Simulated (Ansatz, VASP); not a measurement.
**MgS in VASP and in Ansatz**

```xyz
2
Lattice="0.0000 2.6016 2.8098 2.6016 0.0000 2.8098 2.6016 2.6016 0.0000" Properties=species:S:1:pos:R:3 pbc="T T T"
Mg    0.0000    0.0000    0.0000
S     2.6016    2.6016    2.8098
```

Change from the starting cell: strain +0.000 along x and y, +0.080 along z, atoms carried along.

Alike in both runs: task single point; functional r2SCAN; k mesh 8 × 8 × 8; occupations gaussian, width 0.05 eV; no spin polarisation.

|  | VASP | Ansatz |
| --- | --- | --- |
| version | VASP 6.6.1 | Ansatz 0.2.0 |
| potentials or method | VASP PAW PBE potentials, release 64 (Mg, S), cutoff 520 eV | scalar-relativistic, plane waves, PAW |
| valence electrons in the cell | 8 | 16 |

```tsv
	VASP	Ansatz	Ansatz less VASP
gap on the k mesh at the Fermi level (eV)	3.01	3.04	+0.033
least direct gap on the mesh (eV)	3.83	3.85	+0.027
pressure (GPa)	-4.9	-4.5	+0.41
traceless stress, the component that is largest in VASP (GPa)	-2.93	-3.03	-0.103
```

VASP's potentials were made for PBE, not for r2SCAN. VASP's potentials hold 8 valence electrons a cell and Ansatz's 16, so a difference there can come from the potentials and not from the codes.
